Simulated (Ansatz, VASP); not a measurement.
# TaBi in VASP and in Ansatz

File INCAR:

```
PREC = Accurate ; ENCUT = 520
EDIFF = 1E-7 ; ISMEAR = 0
SIGMA = 0.05 ; LREAL = F
LASPH = T ; NELM = 60
ALGO = Normal ; ISIF = 2
LWAVE = F ; LCHARG = T
GGA = PS ; LELF = T
LVHAR = T ; NBANDS = 20
```

The input KPOINTS:

```
Automatic mesh
0
Gamma
  10 10 10
```

File POSCAR:

```
TaBi
1.0
    0.0000000000      2.8699001853      2.8699001853
    2.8699001853      0.0000000000      2.8699001853
    2.8699001853      2.8699001853      0.0000000000
Ta Bi
1 1
Direct
    0.5000000000      0.5000000000      0.5000000000
    0.0000000000      0.0000000000      0.0000000000
```

Input for Ansatz:

```yaml
crystal:
  lattice:
    - [0.0, 2.8699001853, 2.8699001853]
    - [2.8699001853, 0.0, 2.8699001853]
    - [2.8699001853, 2.8699001853, 0.0]
  atoms:
    - { symbol: Ta, position: [0.5, 0.5, 0.5] }
    - { symbol: Bi, position: [0.0, 0.0, 0.0] }
basis:
  ecutwfc: 420
  ecutrho_ratio: 4
kpoints:
  mp_grid: { grid: [10, 10, 10] }
hamiltonian:
  xc: pbesol
scf:
  occupations: { method: gaussian, width: 0.05 }
output:
  forces: true
  stress: true
  eigenvalues: true
```

Alike in both runs: task single point; functional PBEsol; k mesh 10 × 10 × 10; occupations gaussian, width 0.05 eV; no spin polarisation.

|  | VASP | Ansatz |
| --- | --- | --- |
| version | VASP 6.6.1 | Ansatz 0.2.0 |
| potentials or method | VASP PAW PBE potentials, release 64 (Ta_pv, Bi_d), cutoff 520 eV | scalar-relativistic, plane waves, PAW |
| valence electrons in the cell | 26 | 28 |

```csv
,VASP,Ansatz,Ansatz less VASP
gap on the k mesh at the Fermi level (eV),none,none,-
pressure (GPa),0.2,0.2,-0.01
```

VASP's potentials were made for PBE, not for PBEsol. A gap of «none» marks a metal or a gap that the smearing closes. The functional is the same, so the differences come from potentials, cutoffs and numerics. VASP's potentials hold 26 valence electrons a cell and Ansatz's 28, so a difference there can come from the potentials and not from the codes.

Neither program's run includes spin-orbit coupling.
